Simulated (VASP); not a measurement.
Set up this calculation in VASP 6.6.1, as the native input.

- Task: single point
- Functional: LDA
- Potentials or basis: VASP PAW LDA potentials, release 64 (Sn_d, O)
- Cutoff: 520 eV
- k mesh: 6 × 4 × 6
- Occupations: gaussian, width 0.01 eV
- Spin: no spin polarisation
- Dipole correction: no
- Further INCAR settings: ALGO = Normal; EDIFF = 1e-07; NBANDS = 28

The structure of SnO lies in POSCAR:

```
SnO
1.0
    3.2981295209      0.0000000000      0.0000000000
    0.0000000000      5.5779141633      0.0000000000
    0.0000000000      0.0000000000      4.1503973596
Sn O
2 2
Direct
    0.0000000000      0.2319090000      0.5131440000
    0.5000000000      0.7680910000      0.0131440000
    0.0000000000      0.8912500000      0.7368570000
    0.5000000000      0.1087500000      0.2368570000
```

These files were run (other wordings do the same):

INCAR

```
PREC = Accurate
ENCUT = 520
EDIFF = 1E-7
ISMEAR = 0
SIGMA = 0.01
LREAL = F
LASPH = T
NELM = 100
ALGO = Normal
ISIF = 2
LWAVE = F
LCHARG = F
GGA = CA
NBANDS = 28
```

KPOINTS

```
Automatic mesh
0
Gamma
  6 4 6
```

Potentials or basis: VASP PAW LDA potentials, release 64 (Sn_d, O).

Run with:

```bash
$ cat potpaw_LDA.64/Sn_d/POTCAR potpaw_LDA.64/O/POTCAR > POTCAR
$ mpirun -np 1 vasp_std > vasp.out
```

It gave:

```json
{
 "Pressure": "-1.3 GPa",
 "Largest force": "0.133 eV/Å",
 "Band gap on the k mesh": "1.54 eV (least direct gap 2.27 eV)"
}
```

Caveat: spin-orbit coupling is left out, which moves the levels of the heavy elements.

Run time: 68 s on 1 thread of Intel(R) Xeon(R) Platinum 8559C (Emerald Rapids), on a shared host, peak memory 0.21 GiB.
